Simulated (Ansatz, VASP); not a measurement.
# One calculation of Ti, two programs

The input INCAR:

```
SYSTEM = Ti
ALGO     = Fast           ! electronic algorithm
EDIFF    = 1E-6           ! SCF threshold, eV
ENCUT    = 520            ! plane-wave cutoff, eV
GGA      = PS             ! functional
ISIF     = 2              ! what is computed and relaxed
ISMEAR   = 0              ! smearing method
LASPH    = .TRUE.         ! aspherical terms in the spheres
LCHARG   = .FALSE.        ! write CHGCAR
LREAL    = .FALSE.        ! projectors in reciprocal space
LWAVE    = .FALSE.        ! write WAVECAR
NBANDS   = 19             ! bands
NELM     = 60             ! most SCF steps
PREC     = Accurate       ! precision mode
SIGMA    = 0.15           ! smearing width, eV
```

Contents of KPOINTS:

```
k-points
0
G
  14 14 14
  0 0 0
```

The input POSCAR:

```
Ti
1.0
    0.0000000000     -3.2099008398      0.0000000000
   -3.2099008398      0.0000000000      0.0000000000
    0.0000000000      0.0000000000     -3.2099008398
Ti
2
Direct
    0.5114645286      0.5573226430      0.5000000000
   -0.0114645286     -0.0573226430      0.0000000000
```

Input for Ansatz:

```yaml
crystal:
  lattice:
    - [0.0, -3.2099008398, 0.0]
    - [-3.2099008398, 0.0, 0.0]
    - [0.0, 0.0, -3.2099008398]
  atoms:
    - { symbol: Ti, position: [0.5114645286, 0.557322643, 0.5] }
    - { symbol: Ti, position: [-0.0114645286, -0.057322643, 0.0] }
basis:
  ecutwfc: 520.0
kpoints:
  mp_grid: { grid: [14, 14, 14] }
hamiltonian:
  xc: pbesol
  pseudopotentials: { kind: paw, azcp: { folder: soft_1 } }
scf:
  occupations: { method: gaussian, width: 0.15 }
output:
  forces: true
  stress: true
  eigenvalues: true
```

Change from the starting cell: mode 4 frozen in at -0.184 Å and mode 5 at -0.037 Å (largest displacements).

Alike in both runs: task single point; functional PBEsol; k mesh 14 × 14 × 14; occupations gaussian, width 0.15 eV; no spin polarisation.

```csv
,VASP,Ansatz
version,VASP 6.6.1,Ansatz 0.2.0
potentials or method,"VASP PAW PBE potentials, release 64 (Ti_sv), cutoff 520 eV","scalar-relativistic, plane waves, PAW"
valence electrons in the cell,24,24
```

|  | VASP | Ansatz | Ansatz less VASP |
| --- | --- | --- | --- |
| gap on the k mesh at the Fermi level (eV) | none | none | - |
| pressure (GPa) | 2.6 | 3.0 | +0.32 |
| traceless stress, the component that is largest in VASP (GPa) | -3.95 | -3.97 | -0.014 |
| rms of the force components (eV/Å) | 1.060 | 1.059 | -0.0010 |

VASP's potentials were made for PBE, not for PBEsol, and Ansatz warns of the same on its side. Atom by atom the forces differ by 0.002 eV/Å (rms over components). A gap of «none» marks a metal or a gap that the smearing closes. The functional is the same, so the differences come from potentials, cutoffs and numerics.
